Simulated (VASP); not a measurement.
# Ag6PtS2 in VASP: notebook

Ag6PtS2 is run at these levels: PBE; tasks: single point.

All numbers are computed with VASP 6.6.1; they aren't measurements. Logs are shortened: lines on timing, memory, paths and dates and some standing lists are left out, and cuts for length are marked.

## (1) The cell of the first run

The cell holds an amorphous packing of atoms, 9 atoms: a = 5.547 Å, b = 6.062 Å, c = 6.126 Å, α = 78.22°, β = 83.89°, γ = 71.72°.

## (2) Single point, PBE

Input file INCAR:

```
PREC     = Accurate       # precision mode
ENCUT    = 520            # plane-wave cutoff, eV
EDIFF    = 1E-7           # SCF threshold, eV
ISMEAR   = 1              # smearing method
SIGMA    = 0.15           # smearing width, eV
LREAL    = False          # projectors in reciprocal space
LASPH    = True           # aspherical terms in the spheres
NELM     = 100            # most SCF steps
ALGO     = Normal         # electronic algorithm
ISIF     = 2              # what is computed and relaxed
LWAVE    = False          # write WAVECAR
LCHARG   = False          # write CHGCAR
GGA      = PE             # functional
NBANDS   = 54             # bands
```

Input file KPOINTS:

```
regular mesh
0
Gamma
  3 3 3
```

Input file POSCAR:

```
Ag6PtS2
1.0
    5.5017630000      0.6511320000      0.2658400000
    1.2195580000      5.9369590000     -0.1112000000
    0.2099170000      1.3456570000      5.9726400000
Ag S Pt
6 2 1
Direct
    0.4218501021      0.5486549471      0.4663090022
    0.9981234546      0.0159603322      0.1880969973
    0.9726323030      0.4311144790      0.3606543101
    0.7488749171      0.8304214386      0.6001399642
    0.6743012446      0.4228976831      0.8930534871
    0.5483712775      0.8429772727      0.0868701365
    0.1823487415      0.9500455470      0.5896892288
    0.1786359418      0.2788276783      0.7635630239
    0.1358051274      0.6523959016      0.9315049943
```

Potentials or basis: VASP PAW PBE potentials, release 64 (Ag, S, Pt).

Command:

```console
cat potpaw_PBE.64/Ag/POTCAR potpaw_PBE.64/S/POTCAR potpaw_PBE.64/Pt/POTCAR > POTCAR
mpirun -np 1 vasp_std > vasp.out
```

OUTCAR:

```text
PREC = Accurate
   ENCUT = 520
   EDIFF = 1E-7
   ISMEAR = 1
   LREAL = False
   LASPH = True
   NELM = 100
   ISIF = 2
   GGA = PE

 ion  position               nearest neighbor table
   1  0.422  0.549  0.466-   7 2.60   8 2.73   6 2.80   3 2.94   5 2.94   3 2.96   4 3.12   9 3.19
                             2 3.34
   2  0.998  0.016  0.188-   7 2.67   9 2.83   3 2.88   4 2.94   6 2.94   5 2.94   8 3.01   6 3.15
                             1 3.34   3 3.53
   3  0.973  0.431  0.361-   8 2.69   2 2.88   9 2.89   7 2.89   1 2.94   4 2.95   1 2.96   6 3.17
                             5 3.47   5 3.49   2 3.53
   4  0.749  0.830  0.600-   7 2.71   5 2.86   9 2.91   2 2.94   3 2.95   7 3.00   6 3.08   1 3.12
                             6 3.42
   5  0.674  0.423  0.893-   8 2.74   4 2.86   9 2.88   6 2.89   2 2.94   1 2.94   9 3.32   3 3.47
                             3 3.49
   6  0.548  0.843  0.087-   1 2.80   5 2.89   2 2.94   4 3.08   2 3.15   3 3.17   9 3.17   9 3.21
                             4 3.42
   7  0.182  0.950  0.590-   8 2.44   9 2.52   1 2.60   2 2.67   4 2.71   3 2.89   4 3.00
   8  0.179  0.279  0.764-   7 2.44   9 2.61   3 2.69   1 2.73   5 2.74   2 3.01
   9  0.136  0.652  0.932-   7 2.52   8 2.61   2 2.83   5 2.88   3 2.89   4 2.91   6 3.17   1 3.19
                             6 3.21   5 3.32

  LATTYP: Found a triclinic cell.
 ALAT       =     9.5849282187
 B/A-ratio  =     0.6391233970
 C/A-ratio  =     1.1314912764
 COS(alpha) =     0.0051657191
 COS(beta)  =     0.6443487850
 COS(gamma) =     0.7066011492

  Lattice vectors:

 A1 = (   4.0722880000,  -6.6314840000,  -5.5956000000)
 A2 = (  -0.2099170000,  -1.3456570000,  -5.9726400000)
 A3 = (   9.7839680000,  -4.6346950000,   0.6428800000)

Analysis of symmetry for initial positions (statically):
=====================================================================
 Subroutine PRICEL returns:
 Original cell was already a primitive cell.

 Routine SETGRP: Setting up the symmetry group for a
 triclinic supercell.

 Subroutine GETGRP returns: Found  1 space group operations
 (whereof  1 operations were pure point group operations)
 out of a pool of  2 trial point group operations.

The static configuration has the point symmetry C_1 .

Analysis of symmetry for dynamics (positions and initial velocities):
=====================================================================
 Subroutine PRICEL returns:
 Original cell was already a primitive cell.

 Routine SETGRP: Setting up the symmetry group for a
 triclinic supercell.

 Subroutine GETGRP returns: Found  1 space group operations
 (whereof  1 operations were pure point group operations)
 out of a pool of  2 trial point group operations.

The dynamic configuration has the point symmetry C_1 .

 Subroutine INISYM returns: Found  1 space group operations
 (whereof  1 operations are pure point group operations),
 and found     1 'primitive' translations

----------------------------------------------------------------------------------------

                                     Primitive cell

  volume of cell :     191.2590

  direct lattice vectors                    reciprocal lattice vectors
     5.501763000  0.651132000  0.265840000     0.186181889 -0.038206437  0.002064416
     1.219558000  5.936959000 -0.111200000    -0.018463174  0.171517424 -0.037994570
     0.209917000  1.345657000  5.972640000    -0.008630639  0.004893906  0.166630870

  length of vectors
     5.546534043  6.061944352  6.125951883     0.190072853  0.176642868  0.166925987

  position of ions in fractional coordinates (direct lattice)
     0.421850102  0.548654947  0.466309002
     0.998123455  0.015960332  0.188096997
     0.972632303  0.431114479  0.360654310
     0.748874917  0.830421439  0.600139964
     0.674301245  0.422897683  0.893053487
     0.548371278  0.842977273  0.086870137
     0.182348742  0.950045547  0.589689229
     0.178635942  0.278827678  0.763563024
     0.135805127  0.652395902  0.931504994

  ion indices of the primitive-cell ions
   primitive index   ion index
                 1           1
                 2           2
                 3           3
                 4           4
                 5           5
                 6           6
                 7           7
                 8           8
                 9           9

----------------------------------------------------------------------------------------

 KPOINTS: regular mesh

Automatic generation of k-mesh.
 Grid dimensions read from file:
 generate k-points for:    3    3    3

 Generating k-lattice:

  Cartesian coordinates                     Fractional coordinates (reciprocal lattice)
     0.062060630 -0.012735479  0.000688139     0.333333333  0.000000000  0.000000000
    -0.006154391  0.057172475 -0.012664857    -0.000000000  0.333333333 -0.000000000
    -0.002876880  0.001631302  0.055543623     0.000000000 -0.000000000  0.333333333

  Length of vectors
     0.063357618  0.058880956  0.055641996

  Shift w.r.t. Gamma in fractional coordinates (k-lattice)
     0.000000000  0.000000000  0.000000000

 Subroutine IBZKPT returns following result:
 ===========================================

 Found     14 irreducible k-points:

 Following reciprocal coordinates:
            Coordinates               Weight
  0.000000  0.000000  0.000000      1.000000
  0.333333  0.000000  0.000000      2.000000
 -0.000000  0.333333  0.000000      2.000000
  0.333333  0.333333  0.000000      2.000000
 -0.333333  0.333333  0.000000      2.000000
 -0.000000 -0.000000  0.333333      2.000000
  0.333333  0.000000  0.333333      2.000000
 -0.333333 -0.000000  0.333333      2.000000
 -0.000000  0.333333  0.333333      2.000000
  0.333333  0.333333  0.333333      2.000000
 -0.333333  0.333333  0.333333      2.000000
  0.000000 -0.333333  0.333333      2.000000
  0.333333 -0.333333  0.333333      2.000000
 -0.333333 -0.333333  0.333333      2.000000
   k-points           NKPTS =     14   k-points in BZ     NKDIM =     14   number of bands    NBANDS=     54
   number of dos      NEDOS =    301   number of ions     NIONS =      9
   total plane-waves  NPLWV =  96768
   dimension x,y,z NGX =    42 NGY =   48 NGZ =   48
   dimension x,y,z NGXF=    84 NGYF=   96 NGZF=   96
   ions per type =               6   2   1
   NGX,Y,Z   is equivalent  to a cutoff of  12.59, 13.16, 13.03 a.u.
   NGXF,Y,Z  is equivalent  to a cutoff of  25.18, 26.33, 26.05 a.u.
 SYSTEM =  unknown system
   PREC   = accura    normal or accurate (medium, high low for compatibility)
   ISTART =      0    job   : 0-new  1-cont  2-samecut
   ICHARG =      2    charge: 1-file 2-atom 10-const
   ISPIN  =      1    spin polarized calculation?
   LNONCOLLINEAR =      F non collinear calculations
   LSORBIT =      F    spin-orbit coupling
   LASPH  =      T    aspherical Exc in radial PAW
   ENCUT  =  520.0 eV  38.22 Ry    6.18 a.u.  10.31 11.27 11.39*2*pi/ulx,y,z
   NELM   =    100;   NELMIN=  2; NELMDL= -5     # of ELM steps
   EDIFF  = 0.1E-06   stopping-criterion for ELM
   LREAL  =      F    real-space projection
   EDIFFG = 0.1E-05   stopping-criterion for IOM
   NSW    =      0    number of steps for IOM
   IBRION =     -1    ionic relax: 0-MD 1-quasi-New 2-CG
   NFREE  =      0    steps in history (QN), initial steepest desc. (CG)
   ISIF   =      2    stress and relaxation
   ISYM   =      2    0-nonsym 1-usesym 2-fastsym
   POTIM  = 0.5000    time-step for ionic-motion
   TEBEG  =    0.0;   TEEND  =   0.0 temperature during run
   PSTRESS=    0.0 pullay stress
   NELECT =      88.0000    total number of electrons
   NUPDOWN=      -1.0000    fix difference up-down
   EMIN   =  10.00;   EMAX   =-10.00  energy-range for DOS
   EFERMI =   0.00;   METHOD = LEGACY
   ISMEAR =     1;   SIGMA  =   0.15  broadening in eV -4-tet -1-fermi 0-gaus
   EFERMI_NEDOS =   21; number of points for ismear=-14 and -15
   IALGO  =     38    algorithm
   IMIX   =      4    mixing-type and parameters
     AMIX     =   0.40;   BMIX     =  1.00
     AMIX_MAG =   1.60;   BMIX_MAG =  1.00
  volume/ion in A,a.u.               =      21.25       143.41
  Fermi-wavevector in a.u.,A,eV,Ry     =   1.263849  2.388328 21.732773  1.597314
  Thomas-Fermi vector in A             =   2.397184
   LORBIT       =      0    0 simple, 1 ext, 2 COOP (PROOUT), +10 PAW based schemes
   GGA     = PE    functional components
   LHFCALC =     F    Hartree Fock is set to
   AEXX    =    0.0000 exact exchange contribution
   IVDW    =     0    specifies the selected vdW correction
   LEPSILON=     F    determine dielectric tensor
   LRPA    =     F    only Hartree local field effects (RPA)
 non-spin polarized calculation
 Methfessel and Paxton  Order N= 1 SIGMA  =   0.15
  energy-cutoff  :      520.00
  volume of cell :      191.26
 maximum number of plane-waves:      5170
 NGX is ok and might be reduce to    42
   NGX = 21   NGY = 23   NGZ = 23

 number of electron      87.9999998 magnetization

 Free energy of the ion-electron system (eV)
  ---------------------------------------------------
  ext. energy  EPLUGINS =         0.00000000
  ---------------------------------------------------
  free energy    TOTEN  =       -28.04584434 eV

  energy without entropy =      -28.04558018  energy(sigma->0) =      -28.04575629

 E-fermi :   5.5741     XC(G=0): -10.5632

 val. band max:        5.5681802124   @ k =   0.3333   0.3333   0.0000
 cond. band min:       5.5900381435   @ k =  -0.3333   0.3333   0.3333
 fundamental gap:      0.0218579311
 Fermi energy:         5.5740603053

 k-point     1 :       0.0000    0.0000    0.0000
  band No.  band energies     occupation
      1      -8.5883      2.00000
      2      -6.6882      2.00000
      3      -0.8424      2.00000
      4      -0.0207      2.00000
      5       0.2153      2.00000
      6       0.4277      2.00000
[... 46 lines left out ...]
     53      10.1494      0.00000
     54      10.6257      0.00000
[... 739 lines left out ...]
     53      11.1133      0.00000
     54      11.6945      0.00000

------------------------ aborting loop because EDIFF is reached ----------------------------------------

  FORCE on cell =-STRESS in cart. coord.  units (eV):
  Direction    XX          YY          ZZ          XY          YZ          ZX
  --------------------------------------------------------------------------------------
  -------------------------------------------------------------------------------------
  Total       -8.4082433     -3.8152480     -7.2885857     -0.7166499      0.7590364      0.1188097
  in kB      -70.4358962    -31.9603518    -61.0565187     -6.0033799      6.3584517      0.9952694
  external PRESSURE =     -54.4842555 kB  Pullay stress =       0.0000000 kB

 VOLUME and BASIS-vectors are now :
 -----------------------------------------------------------------------------
  energy-cutoff  :      520.00
  volume of cell :      191.26
      direct lattice vectors                 reciprocal lattice vectors
     5.501763000  0.651132000  0.265840000     0.186181889 -0.038206437  0.002064416
     1.219558000  5.936959000 -0.111200000    -0.018463174  0.171517424 -0.037994570
     0.209917000  1.345657000  5.972640000    -0.008630639  0.004893906  0.166630870

 POSITION                                       TOTAL-FORCE (eV/Angst)
 -----------------------------------------------------------------------------------
      3.08792      4.15951      2.83623        -0.004661     -0.223961     -0.143243
      5.55039      0.99778      1.38700        -0.103916     -0.335468     -0.162945
      5.95267      3.67814      2.36468         0.008199      0.370184     -0.518688
      5.25886      6.22538      3.69116        -0.207570      0.076139     -0.096930
      4.41306      4.15153      5.46612         0.072826      0.023111      0.297820
      4.06330      5.47868      0.57088         0.457106     -0.103226     -0.091592
      2.28566      6.55263      3.46483        -0.121684     -0.514936      0.370254
      1.48314      2.79920      4.57697        -0.028836      0.827431      0.503129
      1.73834      5.21516      5.52710        -0.071464     -0.119274     -0.157804
 -----------------------------------------------------------------------------------
    total drift:                               -0.000483      0.000072     -0.000318

  FREE ENERGIE OF THE ION-ELECTRON SYSTEM (eV)
  ---------------------------------------------------
  free  energy   TOTEN  =       -28.0458443375 eV

  energy  without entropy=      -28.0455801827  energy(sigma->0) =      -28.04575629
```

It took 2.4 min on 1 thread of Intel Xeon Platinum 8375C at 2.90GHz (Ice Lake), shared host; peak memory 0.36 GiB.

Results:

| Quantity | Value |
| --- | --- |
| Free energy | -28.0458 eV |
| Pressure | -5.4 GPa |
| Largest force | 0.969 eV/Å |
| Band gap on the k mesh | zero (band 44 reaches 5.61 eV, above the bottom of band 45 at 5.59 eV) |

Forces in eV/Å, atoms in the order of the input:
```
Ag  -0.005 -0.224 -0.143
Ag  -0.104 -0.335 -0.163
Ag   0.008  0.370 -0.519
Ag  -0.208  0.076 -0.097
Ag   0.073  0.023  0.298
Ag   0.457 -0.103 -0.092
S   -0.122 -0.515  0.370
S   -0.029  0.827  0.503
Pt  -0.071 -0.119 -0.158
```

Caveat: the k points lie up to 0.40 Å⁻¹ apart; spin-orbit coupling is left out, which moves the levels of the heavy elements.

## (3) Single point, PBE

Input file INCAR:

```
SYSTEM = Ag6PtS2
  ALGO = Normal
  EDIFF = 1E-6
  ENCUT = 520
  GGA = PE
  ISIF = 2
  ISMEAR = 1
  LASPH = .TRUE.
  LCHARG = .TRUE.
  LELF = .TRUE.
  LREAL = .FALSE.
  LVHAR = .TRUE.
  LWAVE = .FALSE.
  NBANDS = 54
  NELM = 80
  PREC = Accurate
  SIGMA = 0.15
```

Input file KPOINTS:

```
k-points
0
G
  3 3 3
  0 0 0
```

Input file POSCAR:

```
Ag6PtS2
1.0
    5.5017630000      0.6511320000      0.2658400000
    1.2195580000      5.9369590000     -0.1112000000
    0.2099170000      1.3456570000      5.9726400000
Ag S Pt
6 2 1
Direct
    0.4227392661      0.5543093786      0.4573155583
    0.9972899106      0.0159847628      0.1914943736
    0.9791626992      0.4250496154      0.3606674612
    0.7458418933      0.8268169497      0.6031976539
    0.6748252964      0.4268110233      0.8889673292
    0.5413497042      0.8332861464      0.0927578113
    0.1916094854      0.9355174251      0.5967704519
    0.1924848114      0.2799233100      0.7685441128
    0.1336352770      0.6600045103      0.9299227644
```

Potentials or basis: VASP PAW PBE potentials, release 64 (Ag, S, Pt).

Command:

```console
cat potpaw_PBE.64/Ag/POTCAR potpaw_PBE.64/S/POTCAR potpaw_PBE.64/Pt/POTCAR > POTCAR
mpirun -np 1 vasp_std > vasp.out
```

It took 2.1 min on 1 thread of Intel Xeon Platinum 8375C at 2.90GHz (Ice Lake), shared host; peak memory 0.36 GiB.

Results (log left out):

- Free energy: -28.0445 eV
- Pressure: -4.8 GPa
- Largest force: 1.014 eV/Å

Forces in eV/Å, atoms in the order of the input:
```
Ag  -0.085 -0.571  0.111
Ag  -0.168 -0.320 -0.181
Ag  -0.012  0.411 -0.404
Ag  -0.151  0.175 -0.193
Ag   0.104 -0.175  0.389
Ag   0.616  0.133 -0.398
S   -0.130 -0.287  0.386
S   -0.020  0.936  0.390
Pt  -0.153 -0.302 -0.101
```

Stress tensor (GPa, compression positive):
```
-6.94 -0.38 -0.32
-0.38 -2.28  0.30
-0.32  0.30 -5.29
```

Levels at points of the mesh, in eV from the Fermi level:
```csv
k point,band 40,band 41,band 42,band 43,band 44,band 45,band 46,band 47,band 48,band 49
"(0.00, 0.00, 0.00)",-1.65,-1.55,-1.28,-0.90,0.01,0.46,1.35,1.90,2.57,3.12
```

Caveat: the k points lie up to 0.40 Å⁻¹ apart; spin-orbit coupling is left out, which moves the levels of the heavy elements.

## (4) Single point, PBE

Input file INCAR:

```
ALGO     = Normal         # electronic algorithm
EDIFF    = 1E-6           # SCF threshold, eV
ENCUT    = 520            # plane-wave cutoff, eV
GGA      = PE             # functional
ISIF     = 2              # what is computed and relaxed
ISMEAR   = 1              # smearing method
LASPH    = T              # aspherical terms in the spheres
LCHARG   = F              # write CHGCAR
LREAL    = F              # projectors in reciprocal space
LWAVE    = F              # write WAVECAR
NBANDS   = 54             # bands
NELM     = 80             # most SCF steps
PREC     = Accurate       # precision mode
SIGMA    = 0.15           # smearing width, eV
```

Input file KPOINTS:

```
k-points
0
Gamma
  3 3 3
```

Input file POSCAR:

```
Ag6PtS2
1.0
    5.5017630000      0.6511320000      0.2658400000
    1.2195580000      5.9369590000     -0.1112000000
    0.2099170000      1.3456570000      5.9726400000
Ag S Pt
6 2 1
Direct
    0.4236985416      0.5590336619      0.4484823333
    0.9962831092      0.0156109424      0.1946102620
    0.9855202489      0.4197611750      0.3600949898
    0.7424809461      0.8235745643      0.6059816692
    0.6755912324      0.4302908400      0.8854476694
    0.5353190195      0.8238681595      0.0979797763
    0.2004679538      0.9194017242      0.6056636715
    0.2051784769      0.2852099333      0.7756427138
    0.1313739555      0.6673789646      0.9282920264
```

Command:

```console
cat potpaw_PBE.64/Ag/POTCAR potpaw_PBE.64/S/POTCAR potpaw_PBE.64/Pt/POTCAR > POTCAR
mpirun -np 1 vasp_std > vasp.out
```

Wall time 2.3 min (1 thread of Intel Xeon Platinum 8375C at 2.90GHz (Ice Lake), shared host); peak memory 0.36 GiB.

It converged, with:

```yaml
Free_energy: -27.9779 eV
Pressure: -3.7 GPa
Largest_force: 1.343 eV/Å
```

Forces in eV/Å, atoms in the order of the input:
```
Ag  -0.213 -1.046  0.557
Ag  -0.227 -0.282 -0.196
Ag  -0.048  0.442 -0.269
Ag  -0.098  0.298 -0.310
Ag   0.119 -0.426  0.476
Ag   0.853  0.515 -0.900
S   -0.062  0.131  0.129
S   -0.021  0.988  0.282
Pt  -0.304 -0.619  0.231
```

Stress tensor (GPa, compression positive):
```
-6.66  0.04 -1.05
 0.04 -0.90 -0.38
-1.05 -0.38 -3.55
```

Levels at points of the mesh, in eV from the Fermi level:
```tsv
k point	band 42	band 43	band 44	band 45	band 46	band 47
(0.00, 0.00, 0.00)	-1.29	-0.89	-0.01	0.39	1.35	1.96
```

Caveat: the k points lie up to 0.40 Å⁻¹ apart; spin-orbit coupling is left out, which moves the levels of the heavy elements.
